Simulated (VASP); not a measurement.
# HgTe (I-4m2) in VASP: notebook

HgTe is run at these levels: LDA, BLYP+D4, PBEsol; tasks: single point.

Everything below comes from runs of VASP 6.6.1. Logs are shortened: lines on timing, memory, paths and dates and some standing lists are left out, and cuts for length are marked.

## (1) The cell of the first run

It takes space group I-4m2 (No. 119, tetragonal). Conventional cell: a = 6.091 Å, b = 6.091 Å, c = 3.119 Å, α = 90.00°, β = 90.00°, γ = 90.00°. Within 4.1 Å of Hg (site symmetry -4m2) lie 2 Hg at 3.12 Å and 8 Te at 3.14 to 3.84 Å. Te (site symmetry -4m2) has 2 Te at 3.12 Å and 8 Hg at 3.14 to 3.84 Å within 4.1 Å.

## (2) Single point, LDA, non-collinear spin, zero start, spin-orbit coupling

Contents of INCAR:

```
SYSTEM = HgTe
ALGO = Normal
EDIFF = 1E-7
ENCUT = 520
GGA = CA
GGA_COMPAT = .FALSE.
ISIF = 2
ISMEAR = 0
LASPH = .TRUE.
LCHARG = .FALSE.
LNONCOLLINEAR = .TRUE.
LORBIT = 11
LORBMOM = .TRUE.
LREAL = .FALSE.
LSORBIT = .TRUE.
LWAVE = .FALSE.
MAGMOM = 0 0 0 0 0 0
NBANDS = 30
NELM = 150
PREC = Accurate
SIGMA = 0.05
```

Contents of KPOINTS:

```
k-points
0
G
  7 7 7
  0 0 0
```

Contents of POSCAR:

```
HgTe
1.0
   -3.0456030000      3.0456030000      1.5594100000
    3.0456030000     -3.0456030000      1.5594100000
    3.0456030000      3.0456030000     -1.5594100000
Hg Te
1 1
Direct
    0.7500000000      0.2500000000      0.5000000000
    0.0000000000      0.0000000000      0.0000000000
```

Potentials or basis: VASP PAW LDA potentials, release 64 (Hg, Te).

Launch:

```bash
> cat potpaw_LDA.64/Hg/POTCAR potpaw_LDA.64/Te/POTCAR > POTCAR
> mpirun -np 1 vasp_ncl > vasp.out
```

OUTCAR:

```text
SYSTEM = HgTe
   EDIFF = 1E-7
   ENCUT = 520
   GGA = CA
   ISIF = 2
   ISMEAR = 0
   LASPH = .TRUE.
   LNONCOLLINEAR = .TRUE.
   LORBIT = 11
   LREAL = .FALSE.
   LSORBIT = .TRUE.
   NELM = 150
   PREC = Accurate

 ion  position               nearest neighbor table
   1  0.750  0.250  0.500-   2 3.14   2 3.14   2 3.14   2 3.14
   2  0.000  0.000  0.000-   1 3.14   1 3.14   1 3.14   1 3.14

  LATTYP: Found a body centered tetragonal cell.
 ALAT       =     6.0912060000
 C/A-ratio  =     0.5120201156

  Lattice vectors:

 A1 = (  -3.0456030000,   3.0456030000,   1.5594100000)
 A2 = (   3.0456030000,  -3.0456030000,   1.5594100000)
 A3 = (   3.0456030000,   3.0456030000,  -1.5594100000)

Analysis of symmetry for initial positions (statically):
=====================================================================
 Subroutine PRICEL returns:
 Original cell was already a primitive cell.

 Routine SETGRP: Setting up the symmetry group for a
 body centered tetragonal supercell.

 Subroutine GETGRP returns: Found  8 space group operations
 (whereof  8 operations were pure point group operations)
 out of a pool of 16 trial point group operations.

The static configuration has the point symmetry D_2d.

Analysis of symmetry for dynamics (positions and initial velocities):
=====================================================================
 Subroutine PRICEL returns:
 Original cell was already a primitive cell.

 Routine SETGRP: Setting up the symmetry group for a
 body centered tetragonal supercell.

 Subroutine GETGRP returns: Found  8 space group operations
 (whereof  8 operations were pure point group operations)
 out of a pool of 16 trial point group operations.

The dynamic configuration has the point symmetry D_2d.

Analysis of structural, dynamic, and magnetic symmetry:
=====================================================================
 Subroutine PRICEL returns:
 Original cell was already a primitive cell.

 Routine SETGRP: Setting up the symmetry group for a
 body centered tetragonal supercell.

 Subroutine GETGRP returns: Found  8 space group operations
 (whereof  8 operations were pure point group operations)
 out of a pool of 16 trial point group operations.

The overall configuration has the point symmetry D_2d.

 Subroutine INISYM returns: Found  8 space group operations
 (whereof  8 operations are pure point group operations),
 and found     1 'primitive' translations

----------------------------------------------------------------------------------------

                                     Primitive cell

  volume of cell :      57.8585

  direct lattice vectors                    reciprocal lattice vectors
    -3.045603000  3.045603000  1.559410000     0.000000000  0.164171102  0.320634086
     3.045603000 -3.045603000  1.559410000     0.164171102  0.000000000  0.320634086
     3.045603000  3.045603000 -1.559410000     0.164171102  0.164171102  0.000000000

  length of vectors
     4.580737366  4.580737366  4.580737366     0.360219888  0.360219888  0.232172999

  position of ions in fractional coordinates (direct lattice)
     0.750000000  0.250000000  0.500000000
     0.000000000  0.000000000  0.000000000

  ion indices of the primitive-cell ions
   primitive index   ion index
                 1           1
                 2           2

----------------------------------------------------------------------------------------

 KPOINTS: k-points

Automatic generation of k-mesh.
 Grid dimensions read from file:
 generate k-points for:    7    7    7

 Generating k-lattice:

  Cartesian coordinates                     Fractional coordinates (reciprocal lattice)
     0.000000000  0.023453015  0.045804869     0.142857143  0.000000000  0.000000000
     0.023453015  0.000000000  0.045804869     0.000000000  0.142857143  0.000000000
     0.023453015  0.023453015  0.000000000     0.000000000  0.000000000  0.142857143

  Length of vectors
     0.051459984  0.051459984  0.033167571

  Shift w.r.t. Gamma in fractional coordinates (k-lattice)
     0.000000000  0.000000000  0.000000000

 Subroutine IBZKPT returns following result:
 ===========================================

 Found     58 irreducible k-points:

 Following reciprocal coordinates:
            Coordinates               Weight
  0.000000  0.000000  0.000000      1.000000
  0.142857 -0.000000  0.000000      4.000000
 -0.142857  0.000000 -0.000000      4.000000
  0.285714  0.000000  0.000000      4.000000
 -0.285714  0.000000  0.000000      4.000000
[... 43 lines left out ...]
   NFREE  =      0    steps in history (QN), initial steepest desc. (CG)
   ISIF   =      2    stress and relaxation
   ISYM   =      2    0-nonsym 1-usesym 2-fastsym
   POTIM  = 0.5000    time-step for ionic-motion
   TEBEG  =    0.0;   TEEND  =   0.0 temperature during run
   PSTRESS=    0.0 pullay stress
   NELECT =      18.0000    total number of electrons
   NUPDOWN=      -1.0000    fix difference up-down
   EMIN   =  10.00;   EMAX   =-10.00  energy-range for DOS
   EFERMI =   0.00;   METHOD = LEGACY
   ISMEAR =     0;   SIGMA  =   0.05  broadening in eV -4-tet -1-fermi 0-gaus
   EFERMI_NEDOS =   21; number of points for ismear=-14 and -15
   IALGO  =     38    algorithm
   IMIX   =      4    mixing-type and parameters
     AMIX     =   0.40;   BMIX     =  1.00
     AMIX_MAG =   1.60;   BMIX_MAG =  1.00
  volume/ion in A,a.u.               =      28.93       195.22
  Fermi-wavevector in a.u.,A,eV,Ry     =   1.109286  2.096246 16.742166  1.230515
  Thomas-Fermi vector in A             =   2.245823
   LORBIT       =     11    0 simple, 1 ext, 2 COOP (PROOUT), +10 PAW based schemes
   GGA     = CA    functional components
   LHFCALC =     F    Hartree Fock is set to
   AEXX    =    0.0000 exact exchange contribution
   IVDW    =     0    specifies the selected vdW correction
   LEPSILON=     F    determine dielectric tensor
   LRPA    =     F    only Hartree local field effects (RPA)
 Gauss-broadening in eV      SIGMA  =   0.05
  energy-cutoff  :      520.00
  volume of cell :       57.86
 maximum number of plane-waves:      3148
 NGX is ok and might be reduce to    36
   NGX = 17   NGY = 17   NGZ = 17

 number of electron      18.0000002 magnetization       0.0000000      0.0000000      0.0000000

 number of electron      18.0000002 magnetization      -0.0000000     -0.0000000      0.0000000

 number of electron      18.0000002 magnetization      -0.0000000      0.0000000      0.0000000

 Free energy of the ion-electron system (eV)
  ---------------------------------------------------
  ext. energy  EPLUGINS =         0.00000000
  ---------------------------------------------------
  free energy    TOTEN  =        -5.12750889 eV

  energy without entropy =       -5.12674382  energy(sigma->0) =       -5.12712635

 E-fermi :   4.2481     XC(G=0): -10.0926

 val. band max:        4.2289448334   @ k =  -0.4286   0.4286   0.1429
 cond. band min:       4.2716556238   @ k =   0.1429   0.2857  -0.1429
 fundamental gap:      0.0427107904
 Fermi energy:         4.2480969752

 k-point     1 :       0.0000    0.0000    0.0000
  band No.  band energies     occupation
      1      -8.3013      1.00000
      2      -8.3013      1.00000
      3      -3.6306      1.00000
      4      -3.6306      1.00000
      5      -3.3609      1.00000
      6      -3.3609      1.00000
[... 781 lines left out ...]
     29      14.7288      0.00000
     30      14.7922      0.00000

 [... further k-points ...]

------------------------ aborting loop because EDIFF is reached ----------------------------------------

  FORCE on cell =-STRESS in cart. coord.  units (eV):
  Direction    XX          YY          ZZ          XY          YZ          ZX
  --------------------------------------------------------------------------------------
  -------------------------------------------------------------------------------------
  Total       -1.3925765     -1.3925765     -2.6502720      0.0000000      0.0000000      0.0000000
  in kB      -38.5622859    -38.5622859    -73.3895370      0.0000000      0.0000000      0.0000000
  external PRESSURE =     -50.1713696 kB  Pullay stress =       0.0000000 kB

 VOLUME and BASIS-vectors are now :
 -----------------------------------------------------------------------------
  energy-cutoff  :      520.00
  volume of cell :       57.86
      direct lattice vectors                 reciprocal lattice vectors
    -3.045603000  3.045603000  1.559410000     0.000000000  0.164171102  0.320634086
     3.045603000 -3.045603000  1.559410000     0.164171102  0.000000000  0.320634086
     3.045603000  3.045603000 -1.559410000     0.164171102  0.164171102  0.000000000

 POSITION                                       TOTAL-FORCE (eV/Angst)
 -----------------------------------------------------------------------------------
      0.00000      3.04560      0.77970        -0.000000      0.000000      0.000000
      0.00000      0.00000      0.00000         0.000000     -0.000000     -0.000000
 -----------------------------------------------------------------------------------
    total drift:                               -0.000000      0.000000      0.000000

  FREE ENERGIE OF THE ION-ELECTRON SYSTEM (eV)
  ---------------------------------------------------
  free  energy   TOTEN  =        -5.1275088880 eV

  energy  without entropy=       -5.1267438184  energy(sigma->0) =       -5.12712635

 orbital moment (x)

 # of ion     p       d       tot
 ----------------------------------------
  1         0.000  -0.000  -0.000
  2         0.000  -0.000  -0.000
 ----------------------------------------
            0.000  -0.000  -0.000

 orbital moment (y)

 # of ion     p       d       tot
 ----------------------------------------
  1         0.000  -0.000  -0.000
  2        -0.000  -0.000  -0.000
 ----------------------------------------
           -0.000  -0.000  -0.000

 orbital moment (z)

 # of ion     p       d       tot
 ----------------------------------------
  1         0.000  -0.000  -0.000
  2         0.000   0.000   0.000
 ----------------------------------------
            0.000  -0.000  -0.000

 Spin-Orbit-Coupling matrix elements

 Ion:    1  E_soc:     -0.5323218
 l=   1
     0.0000000    -0.0194559    -0.0209210
    -0.0194559     0.0000000    -0.0194559
    -0.0209210    -0.0194559     0.0000000
 l=   2
     0.0000000    -0.0136741     0.0000000    -0.0136741    -0.0536592
    -0.0136741     0.0000000    -0.0422884    -0.0134557    -0.0136440
     0.0000000    -0.0422884     0.0000000    -0.0422884     0.0000000
    -0.0136741    -0.0134557    -0.0422884     0.0000000    -0.0136440
    -0.0536592    -0.0136440     0.0000000    -0.0136440     0.0000000
 l=   3
     0.0000000     0.0000000     0.0000000     0.0000000     0.0000000     0.0000000     0.0000000
     0.0000000     0.0000000     0.0000000     0.0000000     0.0000000     0.0000000     0.0000000
     0.0000000     0.0000000     0.0000000     0.0000000     0.0000000     0.0000000     0.0000000
     0.0000000     0.0000000     0.0000000     0.0000000     0.0000000     0.0000000     0.0000000
     0.0000000     0.0000000     0.0000000     0.0000000     0.0000000     0.0000000     0.0000000
     0.0000000     0.0000000     0.0000000     0.0000000     0.0000000     0.0000000     0.0000000
     0.0000000     0.0000000     0.0000000     0.0000000     0.0000000     0.0000000     0.0000000

 Ion:    2  E_soc:     -0.2610048
 l=   1
     0.0000000    -0.0422532    -0.0456526
    -0.0422532     0.0000000    -0.0422532
    -0.0456526    -0.0422532     0.0000000
 l=   2
     0.0000000    -0.0000072     0.0000000    -0.0000072    -0.0000871
    -0.0000072     0.0000000    -0.0000904    -0.0000032    -0.0000288
     0.0000000    -0.0000904     0.0000000    -0.0000904     0.0000000
    -0.0000072    -0.0000032    -0.0000904     0.0000000    -0.0000288
    -0.0000871    -0.0000288     0.0000000    -0.0000288     0.0000000
 l=   3
     0.0000000     0.0000000     0.0000000     0.0000000     0.0000000     0.0000000     0.0000000
     0.0000000     0.0000000     0.0000000     0.0000000     0.0000000     0.0000000     0.0000000
     0.0000000     0.0000000     0.0000000     0.0000000     0.0000000     0.0000000     0.0000000
     0.0000000     0.0000000     0.0000000     0.0000000     0.0000000     0.0000000     0.0000000
     0.0000000     0.0000000     0.0000000     0.0000000     0.0000000     0.0000000     0.0000000
     0.0000000     0.0000000     0.0000000     0.0000000     0.0000000     0.0000000     0.0000000
     0.0000000     0.0000000     0.0000000     0.0000000     0.0000000     0.0000000     0.0000000

 total charge

# of ion       s       p       d       tot
------------------------------------------
    1        0.838   0.249   9.339  10.426
    2        1.425   1.814   0.036   3.275
--------------------------------------------------
tot          2.263   2.063   9.375  13.701

 magnetization (x)

# of ion       s       p       d       tot
------------------------------------------
    1        0.000   0.000  -0.000  -0.000
    2        0.000   0.000   0.000   0.000
--------------------------------------------------
tot          0.000   0.000  -0.000  -0.000

 magnetization (y)

# of ion       s       p       d       tot
------------------------------------------
    1       -0.000  -0.000   0.000  -0.000
    2       -0.000   0.000  -0.000  -0.000
--------------------------------------------------
tot         -0.000  -0.000   0.000  -0.000

 magnetization (z)

# of ion       s       p       d       tot
------------------------------------------
    1        0.000   0.000  -0.000  -0.000
    2       -0.000   0.000  -0.000  -0.000
--------------------------------------------------
tot         -0.000   0.000  -0.000  -0.000
```

Run time: 99 s. Hardware: 1 thread of Intel Xeon 6975P-C (Granite Rapids), shared host; peak memory 0.37 GiB.

What came out:

- Free energy: -5.1275 eV
- Pressure: -5.0 GPa
- Net moment: 0.00 μB per cell
- Valence electrons inside the program's atomic spheres: Hg 10.43; Te 3.27

Stress tensor (GPa, compression positive):
```
-3.86  0.00  0.00
 0.00 -3.86  0.00
 0.00  0.00 -7.34
```

Moments on the atoms (μB; x, y, z):
```
Hg  0.00 0.00 0.00
Te  0.00 0.00 0.00
```

Caveat: the cell stands under tension.

(Continued in part 2 of 3.)
